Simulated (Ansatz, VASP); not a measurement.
BaZrO3: VASP beside Ansatz

Contents of INCAR:

```
SYSTEM = BaZrO3
  PREC = Accurate
  ENCUT = 520
  EDIFF = 1E-7
  ISMEAR = 0
  SIGMA = 0.02
  LREAL = .False.
  LASPH = .True.
  NELM = 100
  ALGO = Normal
  ISIF = 2
  LWAVE = .False.
  LCHARG = .False.
  GGA = PE
  NBANDS = 28
```

Contents of KPOINTS:

```
Automatic mesh
0
Gamma
  6 6 6
  0 0 0
```

POSCAR

```
BaZrO3
1.0
    4.2271626608      0.0000000000      0.0000000000
    0.0000000000      4.2271626608      0.0000000000
    0.0000000000      0.0000000000      4.2271626608
Ba Zr O
1 1 3
Direct
    0.0000000000      0.0000000000      0.0000000000
    0.5000000000      0.5000000000      0.5000000000
    0.0000000000      0.5000000000      0.5000000000
    0.5000000000      0.0000000000      0.5000000000
    0.5000000000      0.5000000000      0.0000000000
```

Input for Ansatz:

```yaml
crystal:
  lattice:
    - [4.2271626608, 0.0, 0.0]
    - [0.0, 4.2271626608, 0.0]
    - [0.0, 0.0, 4.2271626608]
  atoms:
    - { symbol: Ba, position: [0.0, 0.0, 0.0] }
    - { symbol: Zr, position: [0.5, 0.5, 0.5] }
    - { symbol: O, position: [0.0, 0.5, 0.5] }
    - { symbol: O, position: [0.5, 0.0, 0.5] }
    - { symbol: O, position: [0.5, 0.5, 0.0] }
basis:
  ecutwfc: 420
kpoints:
  mp_grid: { grid: [6, 6, 6] }
  band_path:
    path:
      - [[0.0, 0.0, 0.0], [0.0, 0.5, 0.0], [0.5, 0.5, 0.0], [0.0, 0.0, 0.0], [0.5, 0.5, 0.5], [0.0, 0.5, 0.0]]
      - [[0.5, 0.5, 0.5], [0.5, 0.5, 0.0]]
    npoints: 14
hamiltonian:
  xc: pbe
scf:
  occupations: { method: gaussian, width: 0.02 }
  n_extra_bands: 12
output:
  forces: true
  stress: true
  eigenvalues: true
  populations: true
  dos: { projected: true, de: 0.02, nscf_kmesh: { grid: [9, 9, 9] } }
  bader: true
  write_density: true
  write_potential: true
  elf: true
  volumetric_format: npy
```

Alike in both runs: task single point; functional PBE; k mesh 6 × 6 × 6; occupations gaussian, width 0.02 eV; no spin polarisation.

```csv
,VASP,Ansatz
version,VASP 6.6.1,Ansatz 0.2.0
potentials or method,"VASP PAW PBE potentials, release 64 (Ba_sv, Zr_sv, O), cutoff 520 eV","scalar-relativistic, plane waves, PAW"
valence electrons in the cell,40,40
```

```tsv
	VASP	Ansatz	Ansatz less VASP
gap on the k mesh at the Fermi level (eV)	3.13	3.18	+0.047
least direct gap on the mesh (eV)	3.38	3.40	+0.021
pressure (GPa)	0.9	0.0	-0.94
```

Neither program's run includes spin-orbit coupling.
